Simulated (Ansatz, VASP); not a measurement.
One calculation of La3O2, two programs

```xyz
5
Lattice="-3.4571 3.4571 4.3807 3.4571 -3.4571 4.3807 3.4571 3.4571 -4.3807" Properties=species:S:1:pos:R:3 pbc="T T T"
La    0.0000    3.4571    0.0000
La    3.4571    0.0000    0.0000
La    0.0000    0.0000    4.3807
O     0.0000    3.4571    2.1904
O     3.4571    0.0000    2.1904
```

Alike in both runs: functional PBE; k mesh 4 × 4 × 4; occupations gaussian, width 0.1 eV; no spin polarisation.

Ansatz relaxed the structure, and its values are those at the end. VASP's run is a single point on that final structure, the one shown.

```csv
,VASP,Ansatz
version,VASP 6.6.1,Ansatz 0.2.0
potentials or method,"VASP PAW PBE potentials, release 64 (La, O), cutoff 520 eV","scalar-relativistic, plane waves, PAW"
valence electrons in the cell,45,45
```

Ansatz gave:

```
gap on the k mesh at the Fermi level (eV) : none
pressure (GPa)                            : 0.2
```

**Question.** Which values does VASP return?

**Answer.** gap on the k mesh at the Fermi level (eV): none; pressure (GPa): 0.1.

A gap of «none» marks a metal or a gap that the smearing closes.

Spin-orbit coupling is off throughout.
